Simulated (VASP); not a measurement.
The system is Te2Mo.

```
Te Mo
1.0
     3.51820    0.00000    0.00000
    -1.75910    3.04685    0.00000
     0.00000    0.00000   13.97360
Te Mo
4 2
Direct
  0.66667 0.33333 0.37900
  0.33333 0.66667 0.87900
  0.66667 0.33333 0.12100
  0.33333 0.66667 0.62100
  0.66667 0.33333 0.75000
  0.33333 0.66667 0.25000
```

| Item | Value |
| --- | --- |
| Program | VASP 6.6.1 |
| Task | relaxation of cell and atoms |
| Functional | LDA |
| Potentials or basis | VASP PAW LDA potentials, release 64 (Te, Mo_sv) |
| Cutoff | 600 eV |
| k mesh | 9 × 9 × 2 |
| Occupations | fermi-dirac, width 0.05 eV |
| Spin | no spin polarisation |

At the start: pressure -2.8 GPa; volume 24.96 Å³/atom.

**Question.** How do energy, volume and symmetry change on relaxing?

**Answer.** Over 14 steps the energy falls by 6.8 meV/atom and the volume is 24.01 Å³/atom (-3.8 %); space group P6_3/mmc (No. 194, to 0.1 Å) before and after.

Step by step:
| step | energy change (eV) | largest force (eV/Å) | pressure (GPa) | volume (Å³) |
| --- | --- | --- | --- | --- |
| 1 | 0.0000 | 0.2404 | -2.81 | 149.79 |
| 2 | 0.0701 | 0.8880 | 5.25 | 140.50 |
| 3 | -0.0332 | 0.1397 | -0.14 | 146.34 |
| 4 | -0.0332 | 0.1475 | -0.09 | 146.27 |
| 5 | -0.0381 | 0.0643 | -0.03 | 145.56 |
| 6 | -0.0383 | 0.0422 | -0.02 | 145.37 |
| 7 | -0.0389 | 0.0303 | -0.06 | 145.28 |
| 8 | -0.0399 | 0.0038 | -0.22 | 145.02 |
| 9 | -0.0398 | 0.0722 | -0.52 | 144.49 |
| 10 | -0.0403 | 0.0347 | -0.35 | 144.78 |
| 11 | -0.0405 | 0.0280 | -0.31 | 144.66 |
| 12 | -0.0409 | 0.0075 | -0.14 | 144.30 |
| 13 | -0.0406 | 0.0325 | 0.21 | 143.59 |
| 14 | -0.0409 | 0.0065 | -0.01 | 144.05 |

Final structure:
```
Te Mo
1.0
     3.47556    0.00000    0.00000
    -1.73778    3.00993    0.00000
     0.00000    0.00000   13.77022
Te Mo
4 2
Cartesian
  1.7378 1.0033 5.2410
  0.0000 2.0066 12.1261
  1.7378 1.0033 1.6441
  0.0000 2.0066 8.5292
  1.7378 1.0033 10.3277
  0.0000 2.0066 3.4426
```
